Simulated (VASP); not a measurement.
# SbAuCl4 (P2/m) in VASP: further runs

Aim: see how the results for SbAuCl4 move with the level of theory and the settings. Levels: PBEsol, r2SCAN+rVV10. Tasks: single point.

Program: VASP 6.6.1. These are calculated values, not measurements. Logs are shortened: lines on timing, memory, paths and dates and some standing lists are left out, and cuts for length are marked.

## (1) The cell of the first run

Symmetry: P2/m, No. 10, monoclinic system. The conventional cell has a = 6.389 Å, b = 3.876 Å, c = 7.673 Å, α = 90.00°, β = 106.37°, γ = 90.00°. Sb (site symmetry 2/m) has 6 Cl at 2.67 Å within 3.5 Å. Within 3.4 Å of Au (site symmetry 2/m) lie 4 Cl at 2.57 Å. Cl (site symmetry m) has 2 Sb at 2.67 Å and 1 Au at 3.57 Å and 9 Cl at 3.68 to 3.94 Å within 4.0 Å. Cl (site symmetry m) has 2 Au at 2.57 Å and 1 Sb at 2.67 Å and 1 Cl at 3.37 Å within 3.4 Å.

## (2) Single point, PBEsol

File INCAR:

```
PREC = Accurate ; ENCUT = 520
EDIFF = 1E-6 ; ISMEAR = -1
SIGMA = 0.03 ; LREAL = F
LASPH = T ; NELM = 60
ALGO = Normal ; ISIF = 2
LWAVE = F ; LCHARG = F
GGA = PS ; NBANDS = 31
```

File KPOINTS:

```
Automatic mesh
0
Gamma
  4 6 4
```

File POSCAR:

```
SbAuCl4
1.0
    6.3158073750      0.0000000000      0.9642930456
    0.0000000000      3.8761390066      0.0000000000
    1.0271951551      0.0000000000      7.6040925726
Sb Au Cl
1 1 4
Direct
    0.0000000000      0.5000000000      0.5000000000
    0.0000000000      0.0000000000      0.0000000000
    0.2777458174      0.0000000000      0.3434146235
    0.1619029858      0.5000000000      0.7844556120
    0.8380970142      0.5000000000      0.2155443880
    0.7222541826      0.0000000000      0.6565853765
```

Potentials or basis: VASP PAW PBE potentials, release 64 (Sb, Au, Cl).

Launch:

```console
cat potpaw_PBE.64/Sb/POTCAR potpaw_PBE.64/Au/POTCAR potpaw_PBE.64/Cl/POTCAR > POTCAR
mpirun -np 1 vasp_std > vasp.out
```

OUTCAR:

```text
PREC = Accurate
   ENCUT = 520
   EDIFF = 1E-6
   ISMEAR = -1
   LREAL = F
   LASPH = T
   NELM = 60
   ISIF = 2
   GGA = PS

 ion  position               nearest neighbor table
   1  0.000  0.500  0.500-   4 2.67   5 2.67   3 2.67   6 2.67   3 2.67   6 2.67
   2  0.000  0.000  0.000-   4 2.57   5 2.57   4 2.57   5 2.57
   3  0.278  0.000  0.343-   1 2.67   1 2.67
   4  0.162  0.500  0.784-   2 2.57   2 2.57   1 2.67
   5  0.838  0.500  0.216-   2 2.57   2 2.57   1 2.67
   6  0.722  0.000  0.657-   1 2.67   1 2.67

  LATTYP: Found a simple monoclinic cell.
 ALAT       =     6.3889970947
 B/A-ratio  =     0.6066897432
 C/A-ratio  =     1.2009956945
 COS(beta)  =    -0.2819068448

  Lattice vectors:

 A1 = (   6.3158073750,   0.0000000000,   0.9642930456)
 A2 = (   0.0000000000,  -3.8761390066,   0.0000000000)
 A3 = (  -1.0271951551,   0.0000000000,  -7.6040925726)

Analysis of symmetry for initial positions (statically):
=====================================================================
 Subroutine PRICEL returns:
 Original cell was already a primitive cell.

 Routine SETGRP: Setting up the symmetry group for a
 simple monoclinic supercell.

 Subroutine GETGRP returns: Found  4 space group operations
 (whereof  4 operations were pure point group operations)
 out of a pool of  4 trial point group operations.

The static configuration has the point symmetry C_2h.

Analysis of symmetry for dynamics (positions and initial velocities):
=====================================================================
 Subroutine PRICEL returns:
 Original cell was already a primitive cell.

 Routine SETGRP: Setting up the symmetry group for a
 simple monoclinic supercell.

 Subroutine GETGRP returns: Found  4 space group operations
 (whereof  4 operations were pure point group operations)
 out of a pool of  4 trial point group operations.

The dynamic configuration has the point symmetry C_2h.

 Subroutine INISYM returns: Found  4 space group operations
 (whereof  4 operations are pure point group operations),
 and found     1 'primitive' translations

----------------------------------------------------------------------------------------

                                     Primitive cell

  volume of cell :     182.3160

  direct lattice vectors                    reciprocal lattice vectors
     6.315807375  0.000000000  0.964293046     0.161667208  0.000000000 -0.021838736
     0.000000000  3.876139007  0.000000000     0.000000000  0.257988684  0.000000000
     1.027195155  0.000000000  7.604092573    -0.020501403  0.000000000  0.134277553

  length of vectors
     6.388997095  3.876139007  7.673158003     0.163135577  0.257988684  0.135833607

  position of ions in fractional coordinates (direct lattice)
     0.000000000  0.500000000  0.500000000
     0.000000000  0.000000000  0.000000000
     0.277745817  0.000000000  0.343414624
     0.161902986  0.500000000  0.784455612
     0.838097014  0.500000000  0.215544388
     0.722254183  0.000000000  0.656585376

  ion indices of the primitive-cell ions
   primitive index   ion index
                 1           1
                 2           2
                 3           3
                 4           4
                 5           5
                 6           6

----------------------------------------------------------------------------------------

 KPOINTS: Automatic mesh

Automatic generation of k-mesh.
 Grid dimensions read from file:
 generate k-points for:    4    6    4

 Generating k-lattice:

  Cartesian coordinates                     Fractional coordinates (reciprocal lattice)
     0.040416802  0.000000000 -0.005459684     0.250000000  0.000000000  0.000000000
     0.000000000  0.042998114  0.000000000     0.000000000  0.166666667  0.000000000
    -0.005125351  0.000000000  0.033569388     0.000000000  0.000000000  0.250000000

  Length of vectors
     0.040783894  0.042998114  0.033958402

  Shift w.r.t. Gamma in fractional coordinates (k-lattice)
     0.000000000  0.000000000  0.000000000

 Subroutine IBZKPT returns following result:
 ===========================================

 Found     40 irreducible k-points:

 Following reciprocal coordinates:
            Coordinates               Weight
  0.000000  0.000000  0.000000      1.000000
  0.250000  0.000000  0.000000      2.000000
  0.500000  0.000000  0.000000      1.000000
  0.000000  0.166667  0.000000      2.000000
  0.250000  0.166667  0.000000      4.000000
  0.500000  0.166667  0.000000      2.000000
[... 16 lines left out ...]
  0.500000  0.333333  0.250000      4.000000
 -0.250000  0.333333  0.250000      4.000000
 [... further k-points ...]
   k-points           NKPTS =     40   k-points in BZ     NKDIM =     40   number of bands    NBANDS=     31
   number of dos      NEDOS =    301   number of ions     NIONS =      6
   total plane-waves  NPLWV =  86400
   dimension x,y,z NGX =    48 NGY =   30 NGZ =   60
   dimension x,y,z NGXF=    96 NGYF=   60 NGZF=  120
   ions per type =               1   1   4
   NGX,Y,Z   is equivalent  to a cutoff of  12.49, 12.87, 13.00 a.u.
   NGXF,Y,Z  is equivalent  to a cutoff of  24.98, 25.73, 26.00 a.u.
 SYSTEM =  unknown system
   PREC   = accura    normal or accurate (medium, high low for compatibility)
   ISTART =      0    job   : 0-new  1-cont  2-samecut
   ICHARG =      2    charge: 1-file 2-atom 10-const
   ISPIN  =      1    spin polarized calculation?
   LNONCOLLINEAR =      F non collinear calculations
   LSORBIT =      F    spin-orbit coupling
   LASPH  =      T    aspherical Exc in radial PAW
   ENCUT  =  520.0 eV  38.22 Ry    6.18 a.u.  11.88  7.21 14.27*2*pi/ulx,y,z
   NELM   =     60;   NELMIN=  2; NELMDL= -5     # of ELM steps
   EDIFF  = 0.1E-05   stopping-criterion for ELM
   LREAL  =      F    real-space projection
   EDIFFG = 0.1E-04   stopping-criterion for IOM
   NSW    =      0    number of steps for IOM
   IBRION =     -1    ionic relax: 0-MD 1-quasi-New 2-CG
   NFREE  =      0    steps in history (QN), initial steepest desc. (CG)
   ISIF   =      2    stress and relaxation
   ISYM   =      2    0-nonsym 1-usesym 2-fastsym
   POTIM  = 0.5000    time-step for ionic-motion
   TEBEG  =    0.0;   TEEND  =   0.0 temperature during run
   PSTRESS=    0.0 pullay stress
   NELECT =      44.0000    total number of electrons
   NUPDOWN=      -1.0000    fix difference up-down
   EMIN   =  10.00;   EMAX   =-10.00  energy-range for DOS
   EFERMI =   0.00;   METHOD = LEGACY
   ISMEAR =    -1;   SIGMA  =   0.03  broadening in eV -4-tet -1-fermi 0-gaus
   EFERMI_NEDOS =   21; number of points for ismear=-14 and -15
   IALGO  =     38    algorithm
   IMIX   =      4    mixing-type and parameters
     AMIX     =   0.40;   BMIX     =  1.00
     AMIX_MAG =   1.60;   BMIX_MAG =  1.00
  volume/ion in A,a.u.               =      30.39       205.05
  Fermi-wavevector in a.u.,A,eV,Ry     =   1.019258  1.926118 14.134914  1.038887
  Thomas-Fermi vector in A             =   2.152762
   LORBIT       =      0    0 simple, 1 ext, 2 COOP (PROOUT), +10 PAW based schemes
   GGA     = PS    functional components
   LHFCALC =     F    Hartree Fock is set to
   AEXX    =    0.0000 exact exchange contribution
   IVDW    =     0    specifies the selected vdW correction
   LEPSILON=     F    determine dielectric tensor
   LRPA    =     F    only Hartree local field effects (RPA)
 non-spin polarized calculation
  energy-cutoff  :      520.00
  volume of cell :      182.32
 maximum number of plane-waves:      4936
   NGX = 23   NGY = 15   NGZ = 29

 number of electron      43.9999992 magnetization

 Free energy of the ion-electron system (eV)
  ---------------------------------------------------
  ext. energy  EPLUGINS =         0.00000000
  ---------------------------------------------------
  free energy    TOTEN  =       -19.24504425 eV

  energy without entropy =      -19.24504424  energy(sigma->0) =      -19.24504425

 E-fermi :   2.5911     XC(G=0):  -8.0471

 val. band max:        2.1031182111   @ k =   0.0000   0.0000   0.0000
 cond. band min:       3.0491067540   @ k =   0.5000   0.0000   0.5000
 fundamental gap:      0.9459885429
 Fermi energy:         2.5911150242

 k-point     1 :       0.0000    0.0000    0.0000
  band No.  band energies     occupation
      1     -14.1810      2.00000
      2     -13.4252      2.00000
      3     -13.4047      2.00000
      4     -13.3373      2.00000
      5      -7.4226      2.00000
      6      -3.5505      2.00000
[... 23 lines left out ...]
     30       8.5202      0.00000
     31       9.3754      0.00000

 k-point     2 :       0.2500    0.0000    0.0000
  band No.  band energies     occupation
      1     -14.1520      2.00000
      2     -13.4484      2.00000
      3     -13.3821      2.00000
      4     -13.3770      2.00000
      5      -7.3989      2.00000
      6      -3.4906      2.00000
[... 23 lines left out ...]
     30       9.1885      0.00000
     31       9.3125      0.00000

 k-point     3 :       0.5000    0.0000    0.0000
  band No.  band energies     occupation
      1     -14.1198      2.00000
      2     -13.4609      2.00000
      3     -13.4220      2.00000
      4     -13.3679      2.00000
      5      -7.3754      2.00000
      6      -3.4115      2.00000
[... 23 lines left out ...]
     30       9.2380      0.00000
     31       9.8999      0.00000

 k-point     4 :       0.0000    0.1667    0.0000
  band No.  band energies     occupation
      1     -14.0658      2.00000
      2     -13.4045      2.00000
      3     -13.3726      2.00000
      4     -13.2986      2.00000
      5      -7.5400      2.00000
      6      -3.4744      2.00000
[... 635 lines left out ...]
     30       8.7464      0.00000
     31       9.5044      0.00000

 k-point    23 :       0.5000    0.3333    0.2500
  band No.  band energies     occupation
      1     -13.7113      2.00000
      2     -13.4730      2.00000
      3     -13.3155      2.00000
      4     -13.2138      2.00000
      5      -7.8230      2.00000
      6      -3.7597      2.00000
[... 23 lines left out ...]
     30       8.9767      0.00000
     31       9.5128      0.00000

 k-point    24 :      -0.2500    0.3333    0.2500
  band No.  band energies     occupation
      1     -13.7275      2.00000
      2     -13.4828      2.00000
      3     -13.2974      2.00000
      4     -13.2037      2.00000
      5      -7.8237      2.00000
      6      -3.7255      2.00000
[... 23 lines left out ...]
     30       8.9235      0.00000
     31       9.4443      0.00000

 [... further k-points ...]

------------------------ aborting loop because EDIFF is reached ----------------------------------------

  FORCE on cell =-STRESS in cart. coord.  units (eV):
  Direction    XX          YY          ZZ          XY          YZ          ZX
  --------------------------------------------------------------------------------------
  -------------------------------------------------------------------------------------
  Total       -0.1099992     -0.1548940     -0.1266892      0.0000000      0.0000000      0.0135519
  in kB       -0.9666635     -1.3611951     -1.1133341      0.0000000      0.0000000      0.1190933
  external PRESSURE =      -1.1470642 kB  Pullay stress =       0.0000000 kB

 VOLUME and BASIS-vectors are now :
 -----------------------------------------------------------------------------
  energy-cutoff  :      520.00
  volume of cell :      182.32
      direct lattice vectors                 reciprocal lattice vectors
     6.315807375  0.000000000  0.964293046     0.161667208  0.000000000 -0.021838736
     0.000000000  3.876139007  0.000000000     0.000000000  0.257988684  0.000000000
     1.027195155  0.000000000  7.604092573    -0.020501403  0.000000000  0.134277553

 POSITION                                       TOTAL-FORCE (eV/Angst)
 -----------------------------------------------------------------------------------
      0.51360      1.93807      3.80205         0.000000     -0.000000      0.000000
      0.00000      0.00000      0.00000        -0.000000     -0.000000      0.000000
      2.10694      0.00000      2.87918        -0.012770     -0.000000      0.008634
      1.82834      1.93807      6.12120        -0.003947     -0.000000     -0.007445
      5.51467      1.93807      2.44719         0.003947      0.000000      0.007445
      5.23606      0.00000      5.68920         0.012770     -0.000000     -0.008634
 -----------------------------------------------------------------------------------
    total drift:                                0.000000      0.000000      0.000000

  FREE ENERGIE OF THE ION-ELECTRON SYSTEM (eV)
  ---------------------------------------------------
  free  energy   TOTEN  =       -19.2450442540 eV

  energy  without entropy=      -19.2450442386  energy(sigma->0) =      -19.24504425
```

Wall time 4.4 min (1 thread of Oxide Virtual Turin-like, shared host); peak memory 0.37 GiB.

What came out:

```
Free energy            : -19.2450 eV
Pressure               : -0.1 GPa
Largest force          : 0.015 eV/Å
Band gap on the k mesh : 0.95 eV (least direct gap 1.01 eV)
```

Forces in eV/Å, atoms in the order of the input:
```
Sb   0.000  0.000  0.000
Au   0.000  0.000  0.000
Cl  -0.013  0.000  0.009
Cl  -0.004  0.000 -0.007
Cl   0.004  0.000  0.007
Cl   0.013  0.000 -0.009
```

Caveat: the PAW data sets were made with another functional, which shifts forces and pressure a little; spin-orbit coupling is left out, which moves the levels of the heavy elements. A k mesh can miss the band edges.

## (3) Single point, r2SCAN+rVV10

This run uses another cell than the first one, of 26.70 Å³/atom.

File POSCAR:

```
SbAuCl4
1.0
    5.9770118270      0.0000000000      2.4908513016
    0.0000000000      3.9010971942      0.0000000000
    2.7470790373      0.0000000000      8.0164421639
Sb Au Cl
1 1 4
Direct
    0.0000000000      0.5000000000      0.5000000000
    0.0000000000      0.0000000000      0.0000000000
    0.3731377866      0.0000000000      0.2648461415
    0.1116217323      0.5000000000      0.7498820759
    0.8883782677      0.5000000000      0.2501179241
    0.6268622134      0.0000000000      0.7351538585
```

File INCAR.step1:

```
ALGO = Normal
EDIFF = 1E-4
ENCUT = 520
GGA = PE
ISMEAR = -1
LASPH = True
LCHARG = False
LREAL = False
LWAVE = True
NBANDS = 31
NELM = 80
PREC = Accurate
SIGMA = 0.03
```

File INCAR.step2:

```
ALGO = Normal
BPARAM = 11.95
CPARAM = 0.0093
EDIFF = 1E-7
ENCUT = 520
ISIF = 2
ISMEAR = -1
ISTART = 1
IVDW_NL = 2
LASPH = True
LCHARG = False
LMIXTAU = True
LREAL = False
LUSE_VDW = True
LWAVE = False
METAGGA = R2SCAN
NBANDS = 31
NELM = 80
PREC = Accurate
SIGMA = 0.03
```

File KPOINTS:

```
k-points
0
Gamma
  4 6 4
```

Potentials or basis: VASP PAW PBE potentials, release 64 (Sb, Au, Cl).

Launch:

```console
cat potpaw_PBE.64/Sb/POTCAR potpaw_PBE.64/Au/POTCAR potpaw_PBE.64/Cl/POTCAR > POTCAR
cp INCAR.step1 INCAR
mpirun -np 1 vasp_std > vasp.out
cp INCAR.step2 INCAR
mpirun -np 1 vasp_std > vasp.out
```

Run time: 24 min. Hardware: 1 thread of Oxide Virtual Turin-like, shared host; peak memory 0.74 GiB.

Results (log left out):

| Item | Value |
| --- | --- |
| Free energy | -102.7584 eV |
| Pressure | -0.1 GPa |
| Largest force | 0.029 eV/Å |
| Band gap on the k mesh | 1.15 eV (least direct gap 1.20 eV) |

Forces in eV/Å, atoms in the order of the input:
```
Sb   0.000  0.000  0.000
Au   0.000  0.000  0.000
Cl  -0.025  0.000  0.014
Cl  -0.007  0.000 -0.020
Cl   0.007  0.000  0.020
Cl   0.025  0.000 -0.014
```

Levels at points of the mesh, in eV from the valence-band top:
```tsv
k point	band 18	band 19	band 20	band 21	band 22	band 23	band 24	band 25	band 26	band 27
(0.00, 0.00, 0.00)	-2.21	-2.16	-1.60	-1.29	0.00	1.28	2.48	2.79	2.94	5.93
(0.50, 0.00, 0.00)	-2.33	-2.20	-1.38	-0.68	-0.04	1.54	2.69	2.85	3.11	5.95
(0.00, 0.50, 0.00)	-2.11	-1.77	-1.75	-1.73	-0.69	3.12	3.22	3.34	3.43	6.66
(0.50, 0.50, 0.00)	-2.14	-2.03	-1.91	-1.52	-0.79	1.82	3.05	3.28	4.63	5.67
(0.00, 0.00, 0.50)	-2.24	-1.95	-1.72	-1.52	-0.08	1.40	1.46	2.75	4.42	5.40
(0.50, 0.00, 0.50)	-2.23	-1.86	-1.56	-1.35	-0.05	1.15	2.34	2.75	4.22	5.51
(0.00, 0.50, 0.50)	-2.13	-2.03	-1.54	-1.31	0.00	2.28	2.66	3.19	3.35	6.88
(0.50, 0.50, 0.50)	-2.29	-2.13	-1.35	-1.16	-0.03	2.21	2.41	2.97	3.27	6.30
```

Caveat: the PAW data sets were made with another functional, which shifts forces and pressure a little; spin-orbit coupling is left out, which moves the levels of the heavy elements.
